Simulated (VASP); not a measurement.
# Be (P6_3/mmc) in VASP: further runs

The runs below take Be through single point, with revPBE.

Everything below comes from runs of VASP 6.6.1. Logs are shortened: lines on timing, memory, paths and dates and some standing lists are left out, and cuts for length are marked.

### 1 The cell of the first run

It takes space group P6_3/mmc (No. 194, hexagonal). The conventional cell has a = 2.187 Å, b = 2.187 Å, c = 3.433 Å, α = 90.00°, β = 90.00°, γ = 120.00°. Within 2.8 Å of Be (site symmetry -6m2) lie 12 Be at 2.13 to 2.19 Å.

### 2 Single point, revPBE (volume scaled by 0.88)

The input, INCAR:

```
PREC = Accurate ; ENCUT = 520
EDIFF = 1E-6 ; ISMEAR = -1
SIGMA = 0.1 ; LREAL = F
LASPH = T ; NELM = 100
ALGO = Normal ; ISIF = 2
LWAVE = F ; LCHARG = T
GGA = RE ; LELF = T
LVHAR = T ; NBANDS = 9
```

The input, KPOINTS:

```
regular mesh
0
Gamma
  26 26 14
```

The input, POSCAR:

```
Be
1.0
    2.1874415106      0.0000000000      0.0000000000
   -1.0937207553      1.8943799175      0.0000000000
    0.0000000000      0.0000000000      3.4334767354
Be
2
Direct
    0.3333333333      0.6666666667      0.2500000000
    0.6666666667      0.3333333333      0.7500000000
```

Potentials or basis: VASP PAW PBE potentials, release 64 (Be).

Run with:

```sh
$ cat potpaw_PBE.64/Be/POTCAR > POTCAR
$ mpirun -np 1 vasp_std > vasp.out
```

OUTCAR:

```text
PREC = Accurate
   ENCUT = 520
   EDIFF = 1E-6
   ISMEAR = -1
   LREAL = F
   LASPH = T
   NELM = 100
   ISIF = 2
   GGA = RE

 ion  position               nearest neighbor table
   1  0.333  0.667  0.250-   2 2.13   2 2.13   2 2.13   2 2.13   2 2.13   2 2.13
   2  0.667  0.333  0.750-   1 2.13   1 2.13   1 2.13   1 2.13   1 2.13   1 2.13

  LATTYP: Found a hexagonal cell.
 ALAT       =     2.1874415106
 C/A-ratio  =     1.5696313336

  Lattice vectors:

 A1 = (   2.1874415106,   0.0000000000,   0.0000000000)
 A2 = (  -1.0937207553,   1.8943799175,   0.0000000000)
 A3 = (   0.0000000000,   0.0000000000,   3.4334767354)

Analysis of symmetry for initial positions (statically):
=====================================================================
 Subroutine PRICEL returns:
 Original cell was already a primitive cell.

 Routine SETGRP: Setting up the symmetry group for a
 hexagonal supercell.

 Subroutine GETGRP returns: Found 24 space group operations
 (whereof 12 operations were pure point group operations)
 out of a pool of 24 trial point group operations.

The static configuration has the point symmetry D_3d.
 The point group associated with its full space group is D_6h.

Analysis of symmetry for dynamics (positions and initial velocities):
=====================================================================
 Subroutine PRICEL returns:
 Original cell was already a primitive cell.

 Routine SETGRP: Setting up the symmetry group for a
 hexagonal supercell.

 Subroutine GETGRP returns: Found 24 space group operations
 (whereof 12 operations were pure point group operations)
 out of a pool of 24 trial point group operations.

The dynamic configuration has the point symmetry D_3d.
 The point group associated with its full space group is D_6h.

 Subroutine INISYM returns: Found 24 space group operations
 (whereof 12 operations are pure point group operations),
 and found     1 'primitive' translations

----------------------------------------------------------------------------------------

                                     Primitive cell

  volume of cell :      14.2278

  direct lattice vectors                    reciprocal lattice vectors
     2.187441511  0.000000000  0.000000000     0.457155081  0.263938609  0.000000000
    -1.093720755  1.894379918  0.000000000     0.000000000  0.527877218  0.000000000
     0.000000000  0.000000000  3.433476735     0.000000000  0.000000000  0.291249971

  length of vectors
     2.187441511  2.187441511  3.433476735     0.527877218  0.527877218  0.291249971

  position of ions in fractional coordinates (direct lattice)
[... 79 lines left out ...]
   EDIFF  = 0.1E-05   stopping-criterion for ELM
   LREAL  =      F    real-space projection
   EDIFFG = 0.1E-04   stopping-criterion for IOM
   NSW    =      0    number of steps for IOM
   IBRION =     -1    ionic relax: 0-MD 1-quasi-New 2-CG
   NFREE  =      0    steps in history (QN), initial steepest desc. (CG)
   ISIF   =      2    stress and relaxation
   ISYM   =      2    0-nonsym 1-usesym 2-fastsym
   POTIM  = 0.5000    time-step for ionic-motion
   TEBEG  =    0.0;   TEEND  =   0.0 temperature during run
   PSTRESS=    0.0 pullay stress
   NELECT =       4.0000    total number of electrons
   NUPDOWN=      -1.0000    fix difference up-down
   EMIN   =  10.00;   EMAX   =-10.00  energy-range for DOS
   EFERMI =   0.00;   METHOD = LEGACY
   ISMEAR =    -1;   SIGMA  =   0.10  broadening in eV -4-tet -1-fermi 0-gaus
   EFERMI_NEDOS =   21; number of points for ismear=-14 and -15
   IALGO  =     38    algorithm
   IMIX   =      4    mixing-type and parameters
     AMIX     =   0.40;   BMIX     =  1.00
     AMIX_MAG =   1.60;   BMIX_MAG =  1.00
  volume/ion in A,a.u.               =       7.11        48.01
  Fermi-wavevector in a.u.,A,eV,Ry     =   1.072463  2.026661 15.649104  1.150177
  Thomas-Fermi vector in A             =   2.208234
   LORBIT       =      0    0 simple, 1 ext, 2 COOP (PROOUT), +10 PAW based schemes
   GGA     = RE    functional components
   LHFCALC =     F    Hartree Fock is set to
   AEXX    =    0.0000 exact exchange contribution
   IVDW    =     0    specifies the selected vdW correction
   LEPSILON=     F    determine dielectric tensor
   LRPA    =     F    only Hartree local field effects (RPA)
 non-spin polarized calculation
  energy-cutoff  :      520.00
  volume of cell :       14.23
 maximum number of plane-waves:       394
   NGX =  9   NGY =  9   NGZ = 13

 number of electron       4.0000000 magnetization

 Free energy of the ion-electron system (eV)
  ---------------------------------------------------
  ext. energy  EPLUGINS =         0.00000000
  ---------------------------------------------------
  free energy    TOTEN  =        -7.01391023 eV

  energy without entropy =       -7.01115489  energy(sigma->0) =       -7.01253256

 E-fermi :   8.0488     XC(G=0): -10.9585

 val. band max:        7.9959090213   @ k =   0.3462   0.0000   0.0000
 cond. band min:       8.0827064274   @ k =   0.2692   0.1923   0.0714
 fundamental gap:      0.0867974062
 Fermi energy:         8.0488061944

 k-point     1 :       0.0000    0.0000    0.0000
  band No.  band energies     occupation
      1      -3.9795      2.00000
      2       3.2110      2.00000
      3       9.5123      0.00000
      4      25.4475      0.00000
      5      25.4475      0.00000
      6      28.5304      0.00000
      7      28.5304      0.00000
      8      31.0637      0.00000
      9      36.8017      0.00000
[... 265 lines left out ...]
 k-point    24 :       0.3846    0.0385    0.0000
  band No.  band energies     occupation
      1       0.8898      2.00000
      2       6.7956      1.99999
      3       9.6944      0.00000
      4      14.9307      0.00000
      5      17.8820      0.00000
      6      17.9714      0.00000
      7      21.0807      0.00000
      8      26.7929      0.00000
      9      29.8212      0.00000

 [... further k-points ...]
[... 5 lines left out ...]
  --------------------------------------------------------------------------------------
  -------------------------------------------------------------------------------------
  Total        1.5560808      1.5560808      1.8989159      0.0000000      0.0000000      0.0000000
  in kB      175.2286363    175.2286363    213.8349463      0.0000000      0.0000000      0.0000000
  external PRESSURE =     188.0974063 kB  Pullay stress =       0.0000000 kB

 VOLUME and BASIS-vectors are now :
 -----------------------------------------------------------------------------
  energy-cutoff  :      520.00
  volume of cell :       14.23
      direct lattice vectors                 reciprocal lattice vectors
     2.187441511  0.000000000  0.000000000     0.457155081  0.263938609  0.000000000
    -1.093720755  1.894379918  0.000000000     0.000000000  0.527877218  0.000000000
     0.000000000  0.000000000  3.433476735     0.000000000  0.000000000  0.291249971

 POSITION                                       TOTAL-FORCE (eV/Angst)
 -----------------------------------------------------------------------------------
     -0.00000      1.26292      0.85837        -0.000000      0.000000      0.000000
      1.09372      0.63146      2.57511         0.000000     -0.000000      0.000000
 -----------------------------------------------------------------------------------
    total drift:                                0.000000     -0.000000      0.000000

  FREE ENERGIE OF THE ION-ELECTRON SYSTEM (eV)
  ---------------------------------------------------
  free  energy   TOTEN  =        -7.0139102350 eV

  energy  without entropy=       -7.0111548940  energy(sigma->0) =       -7.01253256
```

OSZICAR:

```text
N       E                     dE             d eps       ncg     rms          rms(c)
DAV:   1    -0.189717023884E+01   -0.18972E+01   -0.18067E+03 10200   0.369E+02
DAV:   2    -0.701273594920E+01   -0.51156E+01   -0.49743E+01 15041   0.570E+01
DAV:   3    -0.706702412149E+01   -0.54288E-01   -0.54085E-01 11611   0.386E+00
DAV:   4    -0.706710550061E+01   -0.81379E-04   -0.81376E-04 12557   0.146E-01
DAV:   5    -0.706710554346E+01   -0.42852E-07   -0.43327E-07 11283   0.316E-03    0.137E+00
DAV:   6    -0.702682898603E+01    0.40277E-01   -0.82391E-03 10684   0.106E+00    0.847E-01
DAV:   7    -0.701392953728E+01    0.12899E-01   -0.75516E-03 10424   0.101E+00    0.248E-02
DAV:   8    -0.701390771774E+01    0.21820E-04   -0.13294E-05 10992   0.315E-02    0.114E-02
DAV:   9    -0.701391031840E+01   -0.26007E-05   -0.23146E-06 11356   0.115E-02    0.725E-04
DAV:  10    -0.701391023497E+01    0.83430E-07   -0.18708E-09  6234   0.372E-04
   1 F= -.70139102E+01 E0= -.70125326E+01  d E =-.275534E-02
```

It took 22 s on 1 thread of Intel Xeon 6975P-C, shared host; peak memory 0.17 GiB.

What came out:

- Free energy: -7.0139 eV
- Pressure: 18.8 GPa
- Band gap on the k mesh: zero (band 2 reaches 9.16 eV, above the bottom of band 3 at 7.34 eV)

Caveat: the cell differs from its parent crystal (volume scaled by 0.88); the PAW data sets were made with another functional, which shifts forces and pressure a little.

### 3 Single point, revPBE (volume scaled by 0.92)

The input, INCAR:

```
SYSTEM = Be
PREC = Accurate
ENCUT = 520
EDIFF = 1E-7
ISMEAR = -1
SIGMA = 0.1
LREAL = .FALSE.
LASPH = .TRUE.
NELM = 100
ALGO = Normal
ISIF = 2
LWAVE = .FALSE.
LCHARG = .FALSE.
GGA = RE
NBANDS = 9
```

The input, KPOINTS:

```
Automatic mesh
0
G
  26 26 14
  0 0 0
```

The input, POSCAR:

```
Be
1.0
    2.2200947054      0.0000000000      0.0000000000
   -1.1100473527      1.9226584137      0.0000000000
    0.0000000000      0.0000000000      3.4847302131
Be
2
Direct
    0.3333333333      0.6666666667      0.2500000000
    0.6666666667      0.3333333333      0.7500000000
```

Potentials or basis: VASP PAW PBE potentials, release 64 (Be).

Run with:

```sh
$ cat potpaw_PBE.64/Be/POTCAR > POTCAR
$ mpirun -np 1 vasp_std > vasp.out
```

Wall time 40 s (1 thread of Intel Xeon 6975P-C, shared host); peak memory 0.17 GiB.

It converged, with:

```yaml
Free_energy: -7.0744 eV
Pressure: 11.4 GPa
Band_gap_on_the_k_mesh: zero (band 2 reaches 8.76 eV, above the bottom of band 3 at 6.98 eV)
```

Stress tensor (GPa, compression positive):
```
10.48  0.00  0.00
 0.00 10.48  0.00
 0.00  0.00 13.28
```

Levels at points of the mesh, in eV from the Fermi level:
```tsv
k point	band 1	band 2	band 3	band 4	band 5	band 6	band 7
(0.00, 0.00, 0.00)	-11.79	-4.68	1.29	16.80	16.80	19.79	19.79
(0.50, 0.00, 0.00)	-5.31	-3.27	3.77	6.66	7.17	9.82	10.55
(0.00, 0.00, 0.50)	-9.56	-9.56	11.30	11.30	18.57	18.57	18.57
(0.50, 0.00, 0.50)	-3.86	-3.86	1.67	1.67	12.58	12.58	16.29
```

Caveat: the cell differs from its parent crystal (volume scaled by 0.92); the PAW data sets were made with another functional, which shifts forces and pressure a little.

### 4 Single point, revPBE (volume scaled by 0.96)

The input, INCAR:

```
ALGO = Normal
EDIFF = 1E-6
ENCUT = 520
GGA = RE
ISIF = 2
ISMEAR = -1
LASPH = True
LCHARG = False
LREAL = False
LWAVE = False
NBANDS = 9
NELM = 80
PREC = Accurate
SIGMA = 0.1
```

The input, KPOINTS:

```
k-points
0
Gamma
  26 26 14
```

The input, POSCAR:

```
Be
1.0
    2.2518146296      0.0000000000      0.0000000000
   -1.1259073148      1.9501286738      0.0000000000
    0.0000000000      0.0000000000      3.5345188000
Be
2
Direct
    0.3333333333      0.6666666667      0.2500000000
    0.6666666667      0.3333333333      0.7500000000
```

Run with:

```sh
$ cat potpaw_PBE.64/Be/POTCAR > POTCAR
$ mpirun -np 1 vasp_std > vasp.out
```

It took 34 s on 1 thread of Intel Xeon 6975P-C, shared host; peak memory 0.17 GiB.

The run converged. Its results:

* Free energy: -7.1077 eV
* Pressure: 5.2 GPa
* Band gap on the k mesh: zero (band 2 reaches 8.38 eV, above the bottom of band 3 at 6.65 eV)

Stress tensor (GPa, compression positive):
```
4.60 0.00 0.00
0.00 4.60 0.00
0.00 0.00 6.49
```

Levels at points of the mesh, in eV from the Fermi level:
```tsv
k point	band 1	band 2	band 3	band 4	band 5	band 6	band 7
(0.00, 0.00, 0.00)	-11.57	-4.54	1.13	16.24	16.24	19.14	19.14
(0.50, 0.00, 0.00)	-5.16	-3.24	3.65	6.50	6.87	9.50	10.19
(0.00, 0.00, 0.50)	-9.37	-9.37	10.92	10.92	17.95	17.95	17.95
(0.50, 0.00, 0.50)	-3.74	-3.74	1.53	1.53	12.17	12.17	15.73
```

Caveat: the cell differs from its parent crystal (volume scaled by 0.96); the PAW data sets were made with another functional, which shifts forces and pressure a little.

### 5 Single point, revPBE

This run uses another cell than the first one, of 8.08 Å³/atom, 1.136 times its volume.

The input, INCAR:

```
  PREC = Accurate
  ENCUT = 520
  EDIFF = 1E-6
  ISMEAR = -1
  SIGMA = 0.1
  LREAL = False
  LASPH = True
  NELM = 80
  ALGO = Normal
  ISIF = 2
  LWAVE = False
  LCHARG = True
  GGA = RE
  LELF = True
  LVHAR = True
  NBANDS = 9
```

The input, KPOINTS:

```
regular mesh
0
Gamma
  26 26 14
```

The input, POSCAR:

```
Be
1.0
    2.2826652390      0.0000000000      0.0000000000
   -1.1413326195      1.9768460853      0.0000000000
    0.0000000000      0.0000000000      3.5829428831
Be
2
Direct
    0.3333333333      0.6666666667      0.2500000000
    0.6666666667      0.3333333333      0.7500000000
```

Run with:

```sh
$ cat potpaw_PBE.64/Be/POTCAR > POTCAR
$ mpirun -np 1 vasp_std > vasp.out
```

It took 40 s on 1 thread of Intel Xeon 6975P-C, shared host; peak memory 0.18 GiB.

Results (log left out):

| Property | Result |
| --- | --- |
| Free energy | -7.1179 eV |
| Pressure | 0.0 GPa |
| Band gap on the k mesh | zero (band 2 reaches 8.03 eV, above the bottom of band 3 at 6.34 eV) |

Stress tensor (GPa, compression positive):
```
-0.34  0.00  0.00
 0.00 -0.34  0.00
 0.00  0.00  0.77
```

Levels at points of the mesh, in eV from the Fermi level:
```csv
k point,band 1,band 2,band 3,band 4,band 5
"(0.00, 0.00, 0.00)",-11.35,-4.40,0.98,15.71,15.71
"(0.50, 0.00, 0.00)",-5.02,-3.22,3.54,6.34,6.58
"(0.00, 0.00, 0.50)",-9.18,-9.18,10.57,10.57,17.36
"(0.50, 0.00, 0.50)",-3.63,-3.63,1.39,1.39,11.80
```

Caveat: the PAW data sets were made with another functional, which shifts forces and pressure a little.

### 6 Single point, revPBE (volume scaled by 1.04)

The input, INCAR:

```
SYSTEM = Be
PREC = Accurate ; ENCUT = 520
EDIFF = 1E-7 ; ISMEAR = -1
SIGMA = 0.1 ; LREAL = .False.
LASPH = .True. ; NELM = 100
ALGO = Normal ; ISIF = 2
LWAVE = .False. ; LCHARG = .False.
GGA = RE ; NBANDS = 9
```

The input, KPOINTS:

```
Automatic mesh
0
Gamma
  26 26 14
  0 0 0
```

The input, POSCAR:

```
Be
1.0
    2.3127037526      0.0000000000      0.0000000000
   -1.1563518763      2.0028602012      0.0000000000
    0.0000000000      0.0000000000      3.6300922754
Be
2
Direct
    0.3333333333      0.6666666667      0.2500000000
    0.6666666667      0.3333333333      0.7500000000
```

Potentials or basis: VASP PAW PBE potentials, release 64 (Be).

Run with:

```sh
$ cat potpaw_PBE.64/Be/POTCAR > POTCAR
$ mpirun -np 1 vasp_std > vasp.out
```

It took 42 s on 1 thread of Intel Xeon 6975P-C, shared host; peak memory 0.18 GiB.

It converged, with:

| Quantity | Value |
| --- | --- |
| Free energy | -7.1090 eV |
| Pressure | -4.3 GPa |
| Band gap on the k mesh | zero (band 2 reaches 7.70 eV, above the bottom of band 3 at 6.04 eV) |

Stress tensor (GPa, compression positive):
```
-4.49  0.00  0.00
 0.00 -4.49  0.00
 0.00  0.00 -4.05
```

Levels at points of the mesh, in eV from the Fermi level:
| k point | band 1 | band 2 | band 3 | band 4 | band 5 | band 6 |
| --- | --- | --- | --- | --- | --- | --- |
| (0.00, 0.00, 0.00) | -11.14 | -4.28 | 0.84 | 15.23 | 15.23 | 17.98 |
| (0.50, 0.00, 0.00) | -4.89 | -3.19 | 3.44 | 6.19 | 6.32 | 8.93 |
| (0.00, 0.00, 0.50) | -9.01 | -9.01 | 10.24 | 10.24 | 16.82 | 16.82 |
| (0.50, 0.00, 0.50) | -3.53 | -3.53 | 1.26 | 1.26 | 11.44 | 11.44 |

Caveat: the cell differs from its parent crystal (volume scaled by 1.04); the PAW data sets were made with another functional, which shifts forces and pressure a little.

### 7 Summary

```tsv
cell	gap on the mesh (eV)	pressure (GPa)
a = 2.187, b = 2.187, c = 3.433 Å, angles 90.0, 90.0, 120.0°, 2 atoms	none	18.8
a = 2.220, b = 2.220, c = 3.485 Å, angles 90.0, 90.0, 120.0°, 2 atoms	none	11.4
a = 2.252, b = 2.252, c = 3.535 Å, angles 90.0, 90.0, 120.0°, 2 atoms	none	5.2
a = 2.283, b = 2.283, c = 3.583 Å, angles 90.0, 90.0, 120.0°, 2 atoms	none	0.0
a = 2.313, b = 2.313, c = 3.630 Å, angles 90.0, 90.0, 120.0°, 2 atoms	none	-4.3
```

Alike in all rows: task single point; level revPBE; potentials or basis VASP PAW PBE potentials, release 64 (Be); no spin polarisation; k mesh 26 × 26 × 14; cutoff (eV) 520; smearing fermi-dirac 0.1 eV.

Caveats: the PAW data sets were made with another functional, which shifts forces and pressure a little.

Absolute energies hang on the potentials; compare differences alone.
